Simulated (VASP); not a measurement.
AlN: single point with LDA

AlN:

```
CELL_PARAMETERS angstrom
3.25869 0.00000 0.00000
-1.62934 2.82210 0.00000
0.00000 0.00000 4.32601
ATOMIC_POSITIONS crystal
Al 0.33333 0.66667 0.75000
Al 0.66667 0.33333 0.25000
N 0.33333 0.66667 0.25000
N 0.66667 0.33333 0.75000
```

This cell differs from its parent crystal: ratio of the length along z to the lengths across it x 1.05, volume and fractional coordinates fixed.

- Program: VASP 6.6.1
- Task: single point
- Functional: LDA
- Potentials or basis: VASP PAW LDA potentials, release 64 (Al, N)
- Cutoff: 600 eV
- k mesh: 9 × 9 × 6
- Occupations: gaussian, width 0.05 eV
- Spin: no spin polarisation
- Dipole correction: no
- Further INCAR settings: ALGO = Normal; EDIFF = 1e-06; NBANDS = 16

The pressure is -6.1 GPa. The band gap on the k mesh is 3.17 eV, direct.

Stress tensor (GPa, compression positive):
```
 -3.32   0.00   0.00
  0.00  -3.32   0.00
  0.00   0.00 -11.70
```

Levels at points of the mesh, in eV from the valence-band top:
| k point | band 6 | band 7 | band 8 | band 9 | band 10 | band 11 |
| --- | --- | --- | --- | --- | --- | --- |
| (0.00, 0.00, 0.00) | -1.86 | -1.86 | 0.00 | 3.17 | 4.34 | 8.19 |
| (0.00, 0.00, 0.50) | -2.61 | -2.61 | -2.61 | 5.47 | 5.47 | 8.45 |

Wall time 52 s on 1 thread of Intel Xeon 8259CL (shared host), peak memory 0.16 GiB.
